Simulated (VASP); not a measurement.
# NaF (Fm-3m) in VASP: further runs, part 2 of 2

VASP 6.6.1.

## 3. Vibrations by perturbation theory, PBE

File INCAR:

```
ALGO = Normal ; EDIFF = 1E-8
ENCUT = 520 ; GGA = PE
IBRION = 8 ; ISIF = 2
ISMEAR = 0 ; LASPH = True
LCHARG = False ; LEPSILON = True
LREAL = False ; LWAVE = False
NELM = 60 ; NSW = 1
PREC = Accurate ; SIGMA = 0.01
```

File KPOINTS:

```
k-points
0
Gamma
  8 8 8
```

File POSCAR:

```
NaF
1.0
    0.0000000000      2.3504971257      2.3504971257
    2.3504971257      0.0000000000      2.3504971257
    2.3504971257      2.3504971257      0.0000000000
Na F
1 1
Direct
    0.5000000000      0.5000000000      0.5000000000
    0.0000000000      0.0000000000      0.0000000000
```

Potentials or basis: VASP PAW PBE potentials, release 64 (Na_pv, F).

The run is started by

```console
> cat potpaw_PBE.64/Na_pv/POTCAR potpaw_PBE.64/F/POTCAR > POTCAR
> mpirun -np 1 vasp_std > vasp.out
```

OUTCAR:

```text
EDIFF = 1E-8
   ENCUT = 520
   GGA = PE
   IBRION = 8
   ISIF = 2
   ISMEAR = 0
   LASPH = True
   LEPSILON = True
   LREAL = False
   NELM = 60
   NSW = 1
   PREC = Accurate

 ion  position               nearest neighbor table
   1  0.500  0.500  0.500-
   2  0.000  0.000  0.000-

  LATTYP: Found a face centered cubic cell.
 ALAT       =     4.7009942514

  Lattice vectors:

 A1 = (   0.0000000000,   2.3504971257,   2.3504971257)
 A2 = (   2.3504971257,   0.0000000000,   2.3504971257)
 A3 = (   2.3504971257,   2.3504971257,   0.0000000000)

Analysis of symmetry for initial positions (statically):
=====================================================================
 Subroutine PRICEL returns:
 Original cell was already a primitive cell.

 Routine SETGRP: Setting up the symmetry group for a
 face centered cubic supercell.

[... 632 lines left out ...]
  z     0.00000     0.00000     0.00000     0.00000     0.00000     0.00000

 SECOND DERIVATIVES (NOT SYMMETRIZED)
 ------------------------------------
               1X          1Y          1Z          2X          2Y          2Z
  1X    -2.010012    0.000000    0.000000    2.010012    0.000000    0.000000
  1Y     0.000000   -2.010012    0.000000    0.000000    2.010012    0.000000
  1Z     0.000000    0.000000   -2.010012    0.000000    0.000000    2.010012
  2X     1.964200    0.000000    0.000000   -1.964200    0.000000    0.000000
  2Y     0.000000    1.964200    0.000000    0.000000   -1.964200    0.000000
  2Z     0.000000    0.000000    1.964200    0.000000    0.000000   -1.964200

 Eigenvectors and eigenvalues of the dynamical matrix
 ----------------------------------------------------

   1 f  =    6.829195 THz    42.909096 2PiTHz  227.797415 cm-1    28.243267 meV
             X         Y         Z           dx          dy          dz
      2.350497  2.350497  2.350497     0.000000    0.676892    0.000000
      0.000000  0.000000  0.000000     0.000000   -0.736082    0.000000
[... 21 lines left out ...]
   6 f/i=    0.039225 THz     0.246455 2PiTHz    1.308391 cm-1     0.162220 meV
             X         Y         Z           dx          dy          dz
      2.350497  2.350497  2.350497     0.000000    0.000000    0.736082
      0.000000  0.000000  0.000000     0.000000    0.000000    0.676892

--------------------------------------------------------------------------------------------------------

 MACROSCOPIC STATIC DIELECTRIC TENSOR IONIC CONTRIBUTION
 ------------------------------------------------------
           3.607662    -0.000000     0.000000
          -0.000000     3.607662     0.000000
           0.000000     0.000000     3.607662
 ------------------------------------------------------

 ELASTIC MODULI CONTR FROM IONIC RELAXATION (kBar)
 Direction    XX          YY          ZZ          XY          YZ          ZX
 --------------------------------------------------------------------------------
 XX           0.0000      0.0000      0.0000      0.0000      0.0000      0.0000
 YY           0.0000      0.0000      0.0000      0.0000      0.0000      0.0000
 ZZ           0.0000      0.0000      0.0000      0.0000      0.0000      0.0000
 XY           0.0000      0.0000      0.0000      0.0000      0.0000      0.0000
 YZ           0.0000      0.0000      0.0000      0.0000      0.0000      0.0000
 ZX           0.0000      0.0000      0.0000      0.0000      0.0000      0.0000
 --------------------------------------------------------------------------------

 PIEZOELECTRIC TENSOR IONIC CONTR  for field in x, y, z        (C/m^2)
          XX          YY          ZZ          XY          YZ          ZX
  --------------------------------------------------------------------------------
  x     0.00000     0.00000     0.00000     0.00000     0.00000     0.00000
  y     0.00000     0.00000     0.00000     0.00000     0.00000     0.00000
  z     0.00000     0.00000     0.00000     0.00000     0.00000     0.00000
```

stdout:

```text
POSCAR found type information on POSCAR NaF
 POSCAR found :  2 types and       2 ions
 scaLAPACK will be used
 LDA part: xc-table for (Slater+PW92), standard interpolation
 POSCAR, INCAR and KPOINTS ok, starting setup
 FFT: planning ... GRIDC
 FFT: planning ... GRID_SOFT
 FFT: planning ... GRID
 WAVECAR not read
 entering main loop
[... 23 lines left out ...]
  Direction:   3
 dielectric tensor                  component  3 :    -0.005     0.029     1.851
 Linear response DOF=           2
 Linear response progress:
 first order change of Fermi-energy  -0.12622E-04
 force on displaced ion       1 direction 1 :  -2.010   0.000   0.000
 Born effective charge ion    1 direction 1 :   1.014   0.000   0.000
 Linear response progress:
 first order change of Fermi-energy   0.25818E-03
 force on displaced ion       2 direction 1 :  -1.964   0.000   0.000
 Born effective charge ion    2 direction 1 :  -1.015   0.000   0.000
 Born effective charges drift removed
 Linear response finished
```

Run time: 95 s. Hardware: 1 thread of Intel Xeon 6975P-C (Granite Rapids), shared host; peak memory 0.19 GiB.

Results:

| Property | Result |
| --- | --- |
| Electronic dielectric tensor (diagonal) | 1.85 |
| Born charges (mean of the diagonal) | Na +1.01; F -1.01 e |
| Highest phonon frequency at Γ, LO-TO splitting left out | 228 cm⁻¹ |

Phonon frequencies in cm⁻¹ (negative: imaginary):
```csv
q point,frequencies
"(0.000, 0.000, 0.000)",-1 -1 -1 228 228 228
```

Electronic dielectric tensor:
```
1.85 0.00 0.00
0.00 1.85 0.00
0.00 0.00 1.85
```

Born effective charge tensors (e):
atom 1, Na
```
1.01 0.00 0.00
0.00 1.01 0.00
0.00 0.00 1.01
```
atom 2, F
```
-1.01  0.00  0.00
 0.00 -1.01  0.00
 0.00  0.00 -1.01
```

## 4. Elastic constants, PBE

File INCAR:

```
PREC     = Accurate       # precision mode
ENCUT    = 600            # plane-wave cutoff, eV
EDIFF    = 1E-8           # SCF threshold, eV
ISMEAR   = 0              # smearing method
SIGMA    = 0.01           # smearing width, eV
LREAL    = F              # projectors in reciprocal space
LASPH    = T              # aspherical terms in the spheres
NELM     = 100            # most SCF steps
ALGO     = Normal         # electronic algorithm
ISIF     = 3              # what is computed and relaxed
LWAVE    = F              # write WAVECAR
LCHARG   = F              # write CHGCAR
GGA      = PE             # functional
IBRION   = 6              # ionic algorithm
NFREE    = 2            
POTIM    = 0.015          # step
NSW      = 1              # ionic steps
```

File KPOINTS:

```
regular mesh
0
Gamma
  8 8 8
```

POSCAR is that of step 3.

The run is started by

```console
> cat potpaw_PBE.64/Na_pv/POTCAR potpaw_PBE.64/F/POTCAR > POTCAR
> mpirun -np 1 vasp_std > vasp.out
```

Run time: 2.7 min. Hardware: 1 thread of Intel Xeon 6975P-C (Granite Rapids), shared host; peak memory 0.23 GiB.

Results (log left out):

| Item | Value |
| --- | --- |
| Elastic constants C11, C12, C44 | 91, 21, 26 GPa |
| Voigt bulk modulus | 44 GPa |
| Highest phonon frequency at Γ, LO-TO splitting left out | 227 cm⁻¹ |

Phonon frequencies in cm⁻¹ (negative: imaginary):
| q point | frequencies |
| --- | --- |
| (0.000, 0.000, 0.000) | -1 -1 -1 227 227 227 |

Elastic tensor in Voigt notation (GPa, in the Cartesian axes of the cell as first typed):
```
91 21 21  0  0  0
21 91 21  0  0  0
21 21 91  0  0  0
 0  0  0 26  0  0
 0  0  0  0 26  0
 0  0  0  0  0 26
```

Clamped-ion elastic tensor (GPa):
```
91 21 21  0  0  0
21 91 21  0  0  0
21 21 91  0  0  0
 0  0  0 26  0  0
 0  0  0  0 26  0
 0  0  0  0  0 26
```
